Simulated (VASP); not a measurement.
Runs of VASP 6.6.1 on NaCl. The structure is that of space group Fm-3m (No. 225), or close to it. The cells are those of the table. 

```tsv
task	level	potentials or basis	cell	gap on the mesh (eV)	pressure (GPa)	relaxed volume (Å³/atom)
relaxation of cell and atoms	RPBE	VASP PAW PBE potentials, release 64 (Na_pv, Cl)	relaxed from a = 3.974 Å, angles 60.0°, 2 atoms	5.07	0.0	(c)
relaxation of cell and atoms	PBE+D4	VASP PAW PBE potentials, release 64 (Na_pv, Cl)	relaxed from a = 3.974 Å, angles 60.0°, 2 atoms	5.12	0.0	(b)
single point	revPBE+D3(BJ)	VASP PAW PBE potentials, release 64 (Na_pv, Cl)	a = 3.949 Å, angles 60.0°, 2 atoms	5.50	-0.1	-
single point	PBE+D4	VASP PAW PBE potentials, release 64 (Na_pv, Cl)	a = 3.985 Å, angles 60.0°, 2 atoms	5.11	0.0	-
relaxation of cell and atoms	LDA	VASP PAW LDA potentials, release 64 (Na_pv, Cl)	relaxed from a = 3.974 Å, angles 60.0°, 2 atoms	5.08	0.0	20.39
relaxation of cell and atoms	revPBE+D3(BJ)	VASP PAW PBE potentials, release 64 (Na_pv, Cl)	relaxed from a = 3.974 Å, angles 60.0°, 2 atoms	5.50	0.0	(a)
single point	LDA	VASP PAW LDA potentials, release 64 (Na_pv, Cl)	a = 3.864 Å, angles 60.0°, 2 atoms	5.08	0.0	-
single point	RPBE	VASP PAW PBE potentials, release 64 (Na_pv, Cl)	a = 4.130 Å, angles 60.0°, 2 atoms	5.05	-0.1	-
```

Alike in all rows: no spin polarisation; k mesh 6 × 6 × 6; cutoff (eV) 500; smearing gaussian 0.01 eV.

Fill in the values left out.

(a) 21.76; (b) 22.34; (c) 24.79.

Caveats: the PAW data sets were made with another functional, which shifts forces and pressure a little (at least some runs).

